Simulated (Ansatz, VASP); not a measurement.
# InSb in VASP and in Ansatz

```xyz
2
Lattice="0.0000 3.3174 3.3174 3.5165 0.0000 3.3174 3.5165 3.3174 0.0000" Properties=species:S:1:pos:R:3 pbc="T T T"
In    0.0000    0.0000    0.0000
Sb    5.2747    4.9761    4.9761
```

Change from the starting cell: strain +0.0600 x Voigt [1, 0, 0, 0, 0, 0], atoms carried along.

Alike in both runs: task single point; functional PBE; k mesh 16 × 16 × 16; occupations gaussian, width 0.15 eV; no spin polarisation.

|  | VASP | Ansatz |
| --- | --- | --- |
| version | VASP 6.6.1 | Ansatz 0.2.0 |
| potentials or method | VASP PAW PBE potentials, release 64 (In_d, Sb), cutoff 520 eV | scalar-relativistic, plane waves, PAW |
| valence electrons in the cell | 18 | 28 |

```tsv
	VASP	Ansatz	Ansatz less VASP
gap on the k mesh at the Fermi level (eV)	none	none	-
pressure (GPa)	-1.9	-1.9	+0.02
traceless stress, the component that is largest in VASP (GPa)	-1.11	-1.11	+0.002
```

A gap of «none» marks a metal or a gap that the smearing closes. The functional is the same, so the differences come from potentials, cutoffs and numerics. VASP's potentials hold 18 valence electrons a cell and Ansatz's 28, so a difference there can come from the potentials and not from the codes.

Neither program's run includes spin-orbit coupling.
